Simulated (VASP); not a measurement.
Set up this calculation in VASP 6.6.1, as the native input.

* Task: single point
* Functional: LDA
* Potentials or basis: VASP PAW LDA potentials, release 64 (Ti_sv, Be, Ga_d)
* Cutoff: 520 eV
* k mesh: 4 × 4 × 4
* Occupations: fermi-dirac, width 0.15 eV
* Spin: no spin polarisation
* Dipole correction: no
* k mesh for the DOS: 6 × 6 × 6
* Occupations for the DOS: tetrahedron
* Further INCAR settings: ALGO = Normal; EDIFF = 1e-06

Ti2Be3Ga:

```
Ti Be Ga
1.0
     2.36798    1.32792    3.81168
    -2.42739    1.40263    3.82146
     0.03500   -2.78110    3.83412
Ti Be Ga
2 3 1
Direct
  0.11820 0.12432 0.12943
  0.87582 0.87947 0.87240
  0.00017 0.50653 0.49343
  0.49880 0.00262 0.49847
  0.50212 0.50442 0.00152
  0.50004 0.49175 0.50835
```

These files were run (other wordings do the same):

POSCAR

```
Ti2Be3Ga
1.0
    2.3679800000      1.3279200000      3.8116800000
   -2.4273900000      1.4026300000      3.8214600000
    0.0350000000     -2.7811000000      3.8341200000
Ti Be Ga
2 3 1
Direct
    0.1182000000      0.1243200000      0.1294300000
    0.8758200000      0.8794700000      0.8724000000
    0.0001700000      0.5065300000      0.4934300000
    0.4988000000      0.0026200000      0.4984700000
    0.5021200000      0.5044200000      0.0015200000
    0.5000400000      0.4917500000      0.5083500000
```

INCAR.step1

```
  ALGO = Normal
  EDIFF = 1E-6
  ENCUT = 520
  ISIF = 2
  ISMEAR = -1
  LASPH = T
  LCHARG = T
  LMAXMIX = 4
  LREAL = F
  LWAVE = F
  NBANDS = 30
  NELM = 100
  PREC = Accurate
  SIGMA = 0.15
```

KPOINTS.step1

```
k-points
0
Gamma
  4 4 4
```

INCAR.step2

```
  ALGO = Normal
  EDIFF = 1E-6
  ENCUT = 520
  ICHARG = 11
  ISIF = 2
  ISMEAR = -5
  LASPH = T
  LCHARG = F
  LMAXMIX = 4
  LORBIT = 10
  LREAL = F
  LWAVE = F
  NEDOS = 2001
  NELM = 100
  PREC = Accurate
  SIGMA = 0.15
```

KPOINTS.step2

```
k-points
0
Gamma
  6 6 6
```

Potentials or basis: VASP PAW LDA potentials, release 64 (Ti_sv, Be, Ga_d).

Command:

```bash
$ cat potpaw_LDA.64/Ti_sv/POTCAR potpaw_LDA.64/Be/POTCAR potpaw_LDA.64/Ga_d/POTCAR > POTCAR
$ cp INCAR.step1 INCAR
$ cp KPOINTS.step1 KPOINTS
$ mpirun -np 1 vasp_std > vasp.out
$ cp INCAR.step2 INCAR
$ cp KPOINTS.step2 KPOINTS
$ mpirun -np 1 vasp_std > vasp.out
```

Results of the run:

The valence electrons inside the program's atomic spheres are Ti 10.21; Be 1.03, 1.02 (each value once); Ga 11.92.

Caveat: the k points lie up to 0.41 Å⁻¹ apart.

It took 4.4 min on 1 thread of Intel(R) Xeon(R) Platinum 8488C (Sapphire Rapids), with other jobs on the host, peak memory 0.33 GiB.
